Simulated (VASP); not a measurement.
InAs:

```
In As
1.0
     0.00000    2.87730    2.87730
     2.87730    0.00000    2.87730
     2.87730    2.87730    0.00000
In As
1 1
Cartesian
  2.8773 2.8773 2.8773
  0.0000 0.0000 0.0000
```

| Item | Value |
| --- | --- |
| Program | VASP 6.6.1 |
| Task | relaxation of cell and atoms |
| Functional | BLYP |
| Potentials or basis | VASP PAW PBE potentials, release 64 (In_d, As) |
| Cutoff | 600 eV |
| k mesh | 8 × 8 × 8 |
| Occupations | fermi-dirac, width 0.05 eV |
| Spin | no spin polarisation |

At the start: pressure 4.7 GPa; volume 23.82 Å³/atom.

**Question.** How do energy, volume and symmetry change on relaxing?

**Answer.** Over 3 steps the energy falls by 27.6 meV/atom and the volume is 25.85 Å³/atom (+8.5 %); space group Fm-3m (No. 225, to 0.05 Å).

Step by step:
```csv
step,energy change (eV),largest force (eV/Å),pressure (GPa),volume (Å³)
1,0.0000,0.0000,4.68,47.64
2,-0.0531,0.0000,-0.77,52.60
3,-0.0551,0.0000,0.03,51.70
```

Final structure:
```xyz
2
Lattice="0.0000 2.9568 2.9568 2.9568 0.0000 2.9568 2.9568 2.9568 0.0000" Properties=species:S:1:pos:R:3 pbc="T T T"
In    2.9568    2.9568    2.9568
As    0.0000    0.0000    0.0000
```

Caveat: the PAW data sets were made with another functional, which shifts forces and pressure a little.
